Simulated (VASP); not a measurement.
Input of a VASP 6.6.1 run:

Contents of INCAR:

```
SYSTEM = Hf8PO15
  ALGO = Normal
  EDIFF = 1E-8
  ENCUT = 520
  GGA = PE
  ISIF = 2
  ISMEAR = -1
  ISPIN = 2
  LASPH = .True.
  LCHARG = .False.
  LEFG = .True.
  LMAXMIX = 4
  LORBIT = 11
  LREAL = Auto
  LWAVE = .False.
  MAGMOM = 0 0 0 0 0 0 0 0 1 0 0 0 0 0 0 0 0 0 0 0 0 0 0 0
  NBANDS = 110
  NELM = 150
  PREC = Accurate
  SIGMA = 0.01
```

The input KPOINTS:

```
k-points
0
Gamma
  3 3 3
  0 0 0
```

The input POSCAR:

```
Hf8PO15
1.0
    0.0000000000      5.1150000000      5.1150000000
    5.1150000000      0.0000000000      5.1150000000
    5.1150000000      5.1150000000      0.0000000000
Hf P O
8 1 15
Direct
    0.0000000000      0.0000000000      0.0000000000
    0.0000000000      0.0000000000      0.5000000000
    0.0000000000      0.5000000000      0.0000000000
    0.0000000000      0.5000000000      0.5000000000
    0.5000000000      0.0000000000      0.0000000000
    0.5000000000      0.0000000000      0.5000000000
    0.5000000000      0.5000000000      0.0000000000
    0.5000000000      0.5000000000      0.5000000000
    0.1250000000      0.1250000000      0.1250000000
    0.1250000000      0.1250000000      0.6250000000
    0.1250000000      0.6250000000      0.1250000000
    0.1250000000      0.6250000000      0.6250000000
    0.6250000000      0.1250000000      0.1250000000
    0.6250000000      0.1250000000      0.6250000000
    0.6250000000      0.6250000000      0.1250000000
    0.6250000000      0.6250000000      0.6250000000
    0.3750000000      0.3750000000      0.3750000000
    0.3750000000      0.3750000000      0.8750000000
    0.3750000000      0.8750000000      0.3750000000
    0.3750000000      0.8750000000      0.8750000000
    0.8750000000      0.3750000000      0.3750000000
    0.8750000000      0.3750000000      0.8750000000
    0.8750000000      0.8750000000      0.3750000000
    0.8750000000      0.8750000000      0.8750000000
```

Potentials or basis: VASP PAW PBE potentials, release 64 (Hf_pv, P, O).

Run with:

```sh
$ cat potpaw_PBE.64/Hf_pv/POTCAR potpaw_PBE.64/P/POTCAR potpaw_PBE.64/O/POTCAR > POTCAR
$ mpirun -np 1 vasp_std > vasp.out
```

Q: Estimate the pressure.

A: 9.5 GPa.

Q: Estimate the largest force.

A: 5.874 eV/Å.

Q: Predict the net moment.

A: -0.05 μB per cell.

Forces in eV/Å, atoms in the order of the input:
```
Hf  -3.392 -3.392 -3.392
Hf   3.392  3.392 -3.392
Hf   3.392 -3.392  3.392
Hf  -0.237  0.237  0.237
Hf  -3.392  3.392  3.392
Hf   0.237 -0.237  0.237
Hf   0.237  0.237 -0.237
Hf  -0.237 -0.237 -0.237
P    0.000  0.000  0.000
O    0.000  0.000  0.186
O    0.000  0.186  0.000
O   -0.186  0.000  0.000
O    0.186  0.000  0.000
O    0.000 -0.186  0.000
O    0.000  0.000 -0.186
O    0.000  0.000  0.000
O    0.000  0.000  0.000
O    0.000  0.000  0.981
O    0.000  0.981  0.000
O   -0.981  0.000  0.000
O    0.981  0.000  0.000
O    0.000 -0.981  0.000
O    0.000  0.000 -0.981
O    0.000  0.000  0.000
```

Caveat: without QUAD_EFG the Cq values of the log hold for a quadrupole moment of 1 mb, not for the nuclei.
